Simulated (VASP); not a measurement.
# CaSe (F-43m) in VASP: further runs

CaSe is run at these levels: r2SCAN, r2SCAN+D3(BJ); tasks: single point.

Everything below comes from runs of VASP 6.6.1. Logs are shortened: lines on timing, memory, paths and dates and some standing lists are left out, and cuts for length are marked.

## 1. The cell of the first run

The structure is cubic, space group F-43m (No. 216). Conventional cell: a = 6.515 Å, b = 6.515 Å, c = 6.515 Å, α = 90.00°, β = 90.00°, γ = 90.00°. Ca (site symmetry -43m) has 4 Se at 2.82 Å within 3.7 Å. Se (site symmetry -43m) has 4 Ca at 2.82 Å within 3.7 Å.

## 2. Single point, r2SCAN (volume scaled by 0.980)

Input file POSCAR:

```
CaSe
1.0
    0.0000000000      3.2574952727      3.2574952727
    3.2574952727      0.0000000000      3.2574952727
    3.2574952727      3.2574952727      0.0000000000
Ca Se
1 1
Direct
    0.0000000000      0.0000000000      0.0000000000
    0.2500000000      0.2500000000      0.2500000000
```

Input file INCAR.step1:

```
PREC = Accurate
ENCUT = 520
ISMEAR = 0
SIGMA = 0.05
LREAL = False
LASPH = True
NELM = 100
NBANDS = 15
GGA = PE
ALGO = Normal
EDIFF = 1E-4
LWAVE = True
LCHARG = False
```

Input file INCAR.step2:

```
PREC = Accurate
ENCUT = 520
EDIFF = 1E-7
ISMEAR = 0
SIGMA = 0.05
LREAL = False
LASPH = True
NELM = 100
ALGO = Normal
ISIF = 2
LWAVE = False
LCHARG = False
METAGGA = R2SCAN
LMIXTAU = True
NBANDS = 15
ISTART = 1
```

Input file KPOINTS:

```
Automatic mesh
0
Gamma
  6 6 6
```

Potentials or basis: VASP PAW PBE potentials, release 64 (Ca_sv, Se).

Started as:

```bash
> cat potpaw_PBE.64/Ca_sv/POTCAR potpaw_PBE.64/Se/POTCAR > POTCAR
> cp INCAR.step1 INCAR
> mpirun -np 1 vasp_std > vasp.out
> cp INCAR.step2 INCAR
> mpirun -np 1 vasp_std > vasp.out
```

OUTCAR:

```text
PREC = Accurate
   ENCUT = 520
   EDIFF = 1E-7
   ISMEAR = 0
   LREAL = False
   LASPH = True
   NELM = 100
   ISIF = 2
   METAGGA = R2SCAN
   ISTART = 1

 ion  position               nearest neighbor table
   1  0.000  0.000  0.000-   2 2.82   2 2.82   2 2.82   2 2.82
   2  0.250  0.250  0.250-   1 2.82   1 2.82   1 2.82   1 2.82

  LATTYP: Found a face centered cubic cell.
 ALAT       =     6.5149905454

  Lattice vectors:

 A1 = (   0.0000000000,   3.2574952727,   3.2574952727)
 A2 = (   3.2574952727,   0.0000000000,   3.2574952727)
 A3 = (   3.2574952727,   3.2574952727,   0.0000000000)

Analysis of symmetry for initial positions (statically):
=====================================================================
 Subroutine PRICEL returns:
 Original cell was already a primitive cell.

 Routine SETGRP: Setting up the symmetry group for a
 face centered cubic supercell.

 Subroutine GETGRP returns: Found 24 space group operations
 (whereof 24 operations were pure point group operations)
 out of a pool of 48 trial point group operations.

The static configuration has the point symmetry T_d .

Analysis of symmetry for dynamics (positions and initial velocities):
=====================================================================
 Subroutine PRICEL returns:
 Original cell was already a primitive cell.

 Routine SETGRP: Setting up the symmetry group for a
 face centered cubic supercell.

 Subroutine GETGRP returns: Found 24 space group operations
 (whereof 24 operations were pure point group operations)
 out of a pool of 48 trial point group operations.

The dynamic configuration has the point symmetry T_d .

 Subroutine INISYM returns: Found 24 space group operations
 (whereof 24 operations are pure point group operations),
 and found     1 'primitive' translations

----------------------------------------------------------------------------------------

                                     Primitive cell

  volume of cell :      69.1324

  direct lattice vectors                    reciprocal lattice vectors
     0.000000000  3.257495273  3.257495273    -0.153492164  0.153492164  0.153492164
     3.257495273  0.000000000  3.257495273     0.153492164 -0.153492164  0.153492164
     3.257495273  3.257495273  0.000000000     0.153492164  0.153492164 -0.153492164

  length of vectors
     4.606793994  4.606793994  4.606793994     0.265856227  0.265856227  0.265856227

  position of ions in fractional coordinates (direct lattice)
     0.000000000  0.000000000  0.000000000
     0.250000000  0.250000000  0.250000000

  ion indices of the primitive-cell ions
   primitive index   ion index
                 1           1
                 2           2

----------------------------------------------------------------------------------------

 KPOINTS: Automatic mesh

Automatic generation of k-mesh.
 Grid dimensions read from file:
 generate k-points for:    6    6    6

 Generating k-lattice:

  Cartesian coordinates                     Fractional coordinates (reciprocal lattice)
    -0.025582027  0.025582027  0.025582027     0.166666667  0.000000000  0.000000000
     0.025582027 -0.025582027  0.025582027     0.000000000  0.166666667  0.000000000
     0.025582027  0.025582027 -0.025582027     0.000000000  0.000000000  0.166666667

  Length of vectors
     0.044309371  0.044309371  0.044309371

  Shift w.r.t. Gamma in fractional coordinates (k-lattice)
     0.000000000  0.000000000  0.000000000

 Subroutine IBZKPT returns following result:
 ===========================================

 Found     16 irreducible k-points:

 Following reciprocal coordinates:
            Coordinates               Weight
  0.000000  0.000000  0.000000      1.000000
  0.166667  0.000000  0.000000      8.000000
  0.333333  0.000000  0.000000      8.000000
  0.500000  0.000000  0.000000      4.000000
  0.166667  0.166667  0.000000      6.000000
  0.333333  0.166667  0.000000     24.000000
[... 8 lines left out ...]
 -0.333333  0.333333  0.166667     24.000000
 -0.333333  0.500000  0.166667     12.000000
   k-points           NKPTS =     16   k-points in BZ     NKDIM =     16   number of bands    NBANDS=     15
   number of dos      NEDOS =    301   number of ions     NIONS =      2
   total plane-waves  NPLWV =  46656
   dimension x,y,z NGX =    36 NGY =   36 NGZ =   36
   dimension x,y,z NGXF=    72 NGYF=   72 NGZF=   72
   ions per type =               1   1
   NGX,Y,Z   is equivalent  to a cutoff of  12.99, 12.99, 12.99 a.u.
   NGXF,Y,Z  is equivalent  to a cutoff of  25.98, 25.98, 25.98 a.u.
 SYSTEM =  unknown system
   PREC   = accura    normal or accurate (medium, high low for compatibility)
   ISTART =      1    job   : 0-new  1-cont  2-samecut
   ICHARG =      0    charge: 1-file 2-atom 10-const
   ISPIN  =      1    spin polarized calculation?
   LNONCOLLINEAR =      F non collinear calculations
   LSORBIT =      F    spin-orbit coupling
   LASPH  =      T    aspherical Exc in radial PAW
   ENCUT  =  520.0 eV  38.22 Ry    6.18 a.u.   8.57  8.57  8.57*2*pi/ulx,y,z
   NELM   =    100;   NELMIN=  2; NELMDL=  0     # of ELM steps
   EDIFF  = 0.1E-06   stopping-criterion for ELM
   LREAL  =      F    real-space projection
   EDIFFG = 0.1E-05   stopping-criterion for IOM
   NSW    =      0    number of steps for IOM
   IBRION =     -1    ionic relax: 0-MD 1-quasi-New 2-CG
   NFREE  =      0    steps in history (QN), initial steepest desc. (CG)
   ISIF   =      2    stress and relaxation
   ISYM   =      2    0-nonsym 1-usesym 2-fastsym
   POTIM  = 0.5000    time-step for ionic-motion
   TEBEG  =    0.0;   TEEND  =   0.0 temperature during run
   PSTRESS=    0.0 pullay stress
   NELECT =      16.0000    total number of electrons
   NUPDOWN=      -1.0000    fix difference up-down
   EMIN   =  10.00;   EMAX   =-10.00  energy-range for DOS
   EFERMI =   0.00;   METHOD = LEGACY
   ISMEAR =     0;   SIGMA  =   0.05  broadening in eV -4-tet -1-fermi 0-gaus
   EFERMI_NEDOS =   21; number of points for ismear=-14 and -15
   IALGO  =     38    algorithm
   IMIX   =      4    mixing-type and parameters
     AMIX     =   0.40;   BMIX     =  1.00
     AMIX_MAG =   1.60;   BMIX_MAG =  1.00
  volume/ion in A,a.u.               =      34.57       233.26
  Fermi-wavevector in a.u.,A,eV,Ry     =   1.005127  1.899415 13.745704  1.010281
  Thomas-Fermi vector in A             =   2.137787
   LORBIT       =      0    0 simple, 1 ext, 2 COOP (PROOUT), +10 PAW based schemes
   METAGGA = R2SCAN    functional components
   LHFCALC =     F    Hartree Fock is set to
   AEXX    =    0.0000 exact exchange contribution
   IVDW    =     0    specifies the selected vdW correction
   LEPSILON=     F    determine dielectric tensor
   LRPA    =     F    only Hartree local field effects (RPA)
 non-spin polarized calculation
 Gauss-broadening in eV      SIGMA  =   0.05
  energy-cutoff  :      520.00
  volume of cell :       69.13
 maximum number of plane-waves:      1874
 NGX is ok and might be reduce to    36
   NGX = 17   NGY = 17   NGZ = 17

 number of electron      16.0000002 magnetization

 Free energy of the ion-electron system (eV)
  ---------------------------------------------------
  ext. energy  EPLUGINS =         0.00000000
  ---------------------------------------------------
  free energy    TOTEN  =       -25.35504602 eV

  energy without entropy =      -25.35504602  energy(sigma->0) =      -25.35504602

 E-fermi :  -0.1990     XC(G=0):  -8.0948

 val. band max:       -0.5086581309   @ k =  -0.3333   0.1667   0.0000
 cond. band min:       3.2481434570   @ k =   0.0000   0.0000   0.0000
 fundamental gap:      3.7568015879
 Fermi energy:        -0.1989513367

 k-point     1 :       0.0000    0.0000    0.0000
  band No.  band energies     occupation
      1     -41.0095      2.00000
      2     -21.1463      2.00000
      3     -21.1463      2.00000
      4     -21.1463      2.00000
      5     -11.2501      2.00000
      6      -0.6059      2.00000
      7      -0.6059      2.00000
      8      -0.6059      2.00000
      9       3.2481      0.00000
     10       5.4883      0.00000
     11       5.4883      0.00000
     12       7.5948      0.00000
     13       7.5949      0.00000
     14       7.5949      0.00000
     15       9.3807      0.00000

 k-point     2 :       0.1667    0.0000    0.0000
  band No.  band energies     occupation
      1     -41.0090      2.00000
      2     -21.1597      2.00000
      3     -21.1480      2.00000
      4     -21.1479      2.00000
      5     -11.1792      2.00000
      6      -1.0046      2.00000
      7      -0.5812      2.00000
      8      -0.5812      2.00000
      9       4.0183      0.00000
     10       5.3555      0.00000
     11       5.3555      0.00000
     12       7.1355      0.00000
     13       7.5999      0.00000
     14       7.5999      0.00000
     15       8.6029      0.00000

 k-point     3 :       0.3333    0.0000    0.0000
  band No.  band energies     occupation
      1     -41.0079      2.00000
      2     -21.1862      2.00000
      3     -21.1512      2.00000
      4     -21.1512      2.00000
      5     -11.0354      2.00000
      6      -1.5505      2.00000
      7      -0.5388      2.00000
      8      -0.5388      2.00000
      9       5.0533      0.00000
     10       5.3750      0.00000
     11       5.3750      0.00000
     12       6.3296      0.00000
     13       7.0452      0.00000
     14       7.0452      0.00000
     15       8.3053      0.00000
[... 199 lines left out ...]
 k-point    15 :      -0.3333    0.3333    0.1667
  band No.  band energies     occupation
      1     -41.0069      2.00000
      2     -21.1954      2.00000
      3     -21.1672      2.00000
      4     -21.1584      2.00000
      5     -10.8932      2.00000
      6      -1.3923      2.00000
      7      -1.0676      2.00000
      8      -0.5579      2.00000
      9       3.9598      0.00000
     10       5.1209      0.00000
     11       5.8234      0.00000
     12       6.6656      0.00000
     13       6.9525      0.00000
     14       7.9770      0.00000
     15       9.2590      0.00000

 k-point    16 :      -0.3333    0.5000    0.1667
  band No.  band energies     occupation
      1     -41.0067      2.00000
      2     -21.1980      2.00000
      3     -21.1665      2.00000
      4     -21.1619      2.00000
      5     -10.8697      2.00000
      6      -1.5130      2.00000
      7      -0.9035      2.00000
      8      -0.5979      2.00000
      9       3.5948      0.00000
     10       5.0713      0.00000
     11       6.1044      0.00000
     12       6.3462      0.00000
     13       6.9025      0.00000
     14       8.6007      0.00000
     15       9.6016      0.00000

------------------------ aborting loop because EDIFF is reached ----------------------------------------

  FORCE on cell =-STRESS in cart. coord.  units (eV):
  Direction    XX          YY          ZZ          XY          YZ          ZX
  --------------------------------------------------------------------------------------
  -------------------------------------------------------------------------------------
  Total        0.4034269      0.4034269      0.4034269     -0.0000000      0.0000000      0.0000000
  in kB        9.3496210      9.3496210      9.3496210     -0.0000000      0.0000000      0.0000000
  external PRESSURE =       9.3496210 kB  Pullay stress =       0.0000000 kB

 VOLUME and BASIS-vectors are now :
 -----------------------------------------------------------------------------
  energy-cutoff  :      520.00
  volume of cell :       69.13
      direct lattice vectors                 reciprocal lattice vectors
     0.000000000  3.257495273  3.257495273    -0.153492164  0.153492164  0.153492164
     3.257495273  0.000000000  3.257495273     0.153492164 -0.153492164  0.153492164
     3.257495273  3.257495273  0.000000000     0.153492164  0.153492164 -0.153492164

 POSITION                                       TOTAL-FORCE (eV/Angst)
 -----------------------------------------------------------------------------------
      0.00000      0.00000      0.00000         0.000000      0.000000      0.000000
      1.62875      1.62875      1.62875        -0.000000     -0.000000     -0.000000
 -----------------------------------------------------------------------------------
    total drift:                               -0.000000     -0.000000     -0.000000

  FREE ENERGIE OF THE ION-ELECTRON SYSTEM (eV)
  ---------------------------------------------------
  free  energy   TOTEN  =       -25.3550460154 eV

  energy  without entropy=      -25.3550460154  energy(sigma->0) =      -25.35504602
```

Wall time 79 s (1 thread of Intel Xeon Platinum 8124M at 3.00GHz (Skylake/Cascade Lake), shared host); peak memory 0.23 GiB.

Results:

```
Free energy            : -25.3550 eV
Pressure               : 0.9 GPa
Band gap on the k mesh : 3.76 eV, indirect (least direct gap 3.85 eV)
```

Caveat: the cell differs from its parent crystal (volume scaled by 0.980); the PAW data sets were made with another functional, which shifts forces and pressure a little. A k mesh can miss the band edges.

## 3. Single point, r2SCAN

This run uses another cell than the first one, of 35.27 Å³/atom, 1.020 times its volume.

Input file POSCAR:

```
CaSe
1.0
    0.0000000000      3.2795060436      3.2795060436
    3.2795060436      0.0000000000      3.2795060436
    3.2795060436      3.2795060436      0.0000000000
Ca Se
1 1
Direct
    0.0000000000      0.0000000000      0.0000000000
    0.2500000000      0.2500000000      0.2500000000
```

Input file INCAR.step1:

```
ALGO = Normal
EDIFF = 1E-4
ENCUT = 520
GGA = PE
ISMEAR = 0
LASPH = True
LCHARG = False
LREAL = False
LWAVE = True
NBANDS = 15
NELM = 80
PREC = Accurate
SIGMA = 0.05
```

Input file INCAR.step2:

```
ALGO = Normal
EDIFF = 1E-6
ENCUT = 520
ISIF = 2
ISMEAR = 0
ISTART = 1
LASPH = True
LCHARG = False
LMIXTAU = True
LREAL = False
LWAVE = False
METAGGA = R2SCAN
NBANDS = 15
NELM = 80
PREC = Accurate
SIGMA = 0.05
```

Input file KPOINTS:

```
k-points
0
Gamma
  6 6 6
```

Potentials or basis: VASP PAW PBE potentials, release 64 (Ca_sv, Se).

Started as:

```bash
> cat potpaw_PBE.64/Ca_sv/POTCAR potpaw_PBE.64/Se/POTCAR > POTCAR
> cp INCAR.step1 INCAR
> mpirun -np 1 vasp_std > vasp.out
> cp INCAR.step2 INCAR
> mpirun -np 1 vasp_std > vasp.out
```

Run time: 66 s. Hardware: 1 thread of Intel Xeon Platinum 8124M at 3.00GHz (Skylake/Cascade Lake), shared host; peak memory 0.21 GiB.

The run converged. Its results:

- Free energy: -25.3602 eV
- Pressure: 0.2 GPa
- Band gap on the k mesh: 3.69 eV, indirect (least direct gap 3.78 eV)

Levels at points of the mesh, in eV from the valence-band top:
| k point | band 5 | band 6 | band 7 | band 8 | band 9 | band 10 | band 11 | band 12 |
| --- | --- | --- | --- | --- | --- | --- | --- | --- |
| (0.00, 0.00, 0.00) | -10.72 | -0.09 | -0.09 | -0.09 | 3.69 | 5.95 | 5.95 | 7.99 |
| (0.50, 0.00, 0.00) | -10.45 | -1.22 | -0.01 | -0.01 | 5.62 | 6.07 | 6.07 | 6.40 |
| (0.50, 0.50, 0.00) | -10.36 | -1.24 | -0.05 | -0.05 | 3.90 | 5.56 | 6.70 | 6.70 |

Caveat: the PAW data sets were made with another functional, which shifts forces and pressure a little.

[end of part 1 of 3]
